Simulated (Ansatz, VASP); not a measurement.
Two plane-wave programs on Ga

The input INCAR:

```
PREC = Accurate
ENCUT = 520
EDIFF = 1E-6
ISMEAR = -1
SIGMA = 0.05
LREAL = False
LASPH = True
NELM = 60
ALGO = Normal
ISIF = 2
LWAVE = False
LCHARG = False
GGA = PS
NBANDS = 20
```

KPOINTS

```
Automatic mesh
0
Gamma
  8 8 7
```

POSCAR

```
Ga
1.0
    1.4500000000     -4.0650000000      0.0000000000
    1.4500000000      4.0650000000      0.0000000000
    0.0000000000      0.0000000000      3.1700000000
Ga
2
Direct
    0.1330000000      0.8670000000      0.7500000000
    0.8670000000      0.1330000000      0.2500000000
```

The input input.yaml:

```yaml
crystal:
  lattice:
    - [1.45, -4.065, 0.0]
    - [1.45, 4.065, 0.0]
    - [0.0, 0.0, 3.17]
  atoms:
    - { symbol: Ga, position: [0.133, 0.867, 0.75] }
    - { symbol: Ga, position: [0.867, 0.133, 0.25] }
hamiltonian:
  xc: pbesol
  pseudopotentials: { kind: paw }
kpoints:
  mp_grid: { grid: [8, 8, 7] }
  band_path:
    path:
      - [[0.0, 0.0, 0.0], [0.2818093587, 0.2818093587, 0.0], [0.0, 0.5, 0.0], [0.0, 0.5, 0.5], [0.2818093587, 0.2818093587, 0.5], [0.0, 0.0, 0.5], [0.0, 0.0, 0.0], [-0.5, 0.5, 0.0], [-0.2818093587, 0.7181906413, 0.0], [-0.2818093587, 0.7181906413, 0.5], [-0.5, 0.5, 0.5], [-0.5, 0.5, 0.0]]
      - [[0.0, 0.0, 0.5], [-0.5, 0.5, 0.5]]
    npoints: 14
scf:
  occupations: { method: fermi_dirac, width: 0.05 }
  n_extra_bands: 6
output:
  forces: true
  stress: true
  eigenvalues: true
  fatbands: false
  write_density: true
  write_potential: true
  elf: true
  volumetric_format: npy
```

Alike in both runs: functional PBEsol; k mesh 8 × 8 × 7; occupations fermi-dirac, width 0.05 eV; no spin polarisation.

```csv
,VASP,Ansatz
version,VASP 6.6.1,Ansatz 0.2.0
potentials or method,"VASP PAW PBE potentials, release 64 (Ga_d)",Ansatz PAW
plane-wave cutoff (eV),520,420
valence electrons in the cell,26,26
task,single point,band structure
```

VASP gave:

```
gap on the k mesh at the Fermi level (eV)                     : none
pressure (GPa)                                                : -2.0
traceless stress, the component that is largest in VASP (GPa) : 1.22
rms of the force components (eV/Å)                            : 0.134
```

Problem. Estimate Ansatz's values.

Solution. gap on the k mesh at the Fermi level (eV): none; pressure (GPa): -1.9; traceless stress, the component that is largest in VASP (GPa): 1.21; rms of the force components (eV/Å): 0.134.

VASP's potentials were made for PBE, not for PBEsol. Atom by atom the forces differ by 0.000 eV/Å (rms over components). A gap of «none» marks a metal or a gap that the smearing closes. The functional is the same, so the differences come from potentials, cutoffs and numerics.
